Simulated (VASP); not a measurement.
A run of VASP 6.6.1 is set up as follows.

POSCAR

```
SrCl2
1.0
   -0.0317126440      3.4660054413      3.4660054413
    3.4660054413     -0.0317126440      3.4660054413
    3.4660054413      3.4660054413     -0.0317126440
Sr Cl
1 2
Direct
    0.0000000000      0.0000000000      0.0000000000
    0.2509350007      0.2509350007      0.2509350007
    0.7490649993      0.7490649993      0.7490649993
```

The input INCAR.step1:

```
PREC = Accurate
ENCUT = 520
ISMEAR = 0
SIGMA = 0.01
LREAL = F
LASPH = T
NELM = 60
NBANDS = 19
GGA = PE
ALGO = Normal
EDIFF = 1E-4
LWAVE = T
LCHARG = F
```

The input INCAR.step2:

```
PREC = Accurate
ENCUT = 520
EDIFF = 1E-7
ISMEAR = 0
SIGMA = 0.01
LREAL = F
LASPH = T
NELM = 60
ALGO = Normal
ISIF = 2
LWAVE = F
LCHARG = T
METAGGA = R2SCAN
LMIXTAU = T
LELF = T
LVHAR = T
NBANDS = 19
ISTART = 1
```

KPOINTS

```
regular mesh
0
Gamma
  6 6 6
```

Potentials or basis: VASP PAW PBE potentials, release 64 (Sr_sv, Cl).

Command:

```bash
$ cat potpaw_PBE.64/Sr_sv/POTCAR potpaw_PBE.64/Cl/POTCAR > POTCAR
$ cp INCAR.step1 INCAR
$ mpirun -np 1 vasp_std > vasp.out
$ cp INCAR.step2 INCAR
$ mpirun -np 1 vasp_std > vasp.out
```

**Question.** Estimate the largest force.

**Answer.** 0.006 eV/Å.

**Question.** Predict the band gap on the k mesh.

**Answer.** 5.99 eV.

**Question.** What does it give for the pressure?

**Answer.** 0.6 GPa.

Forces in eV/Å, atoms in the order of the input:
```
Sr   0.000  0.000  0.000
Cl  -0.003 -0.003 -0.003
Cl   0.003  0.003  0.003
```

Caveat: the cell differs from its parent crystal (strain along [111] -1.4%); the structure was generated, so it needn't be the stable form of SrCl2; the PAW data sets were made with another functional, which shifts forces and pressure a little. A k mesh can miss the band edges.
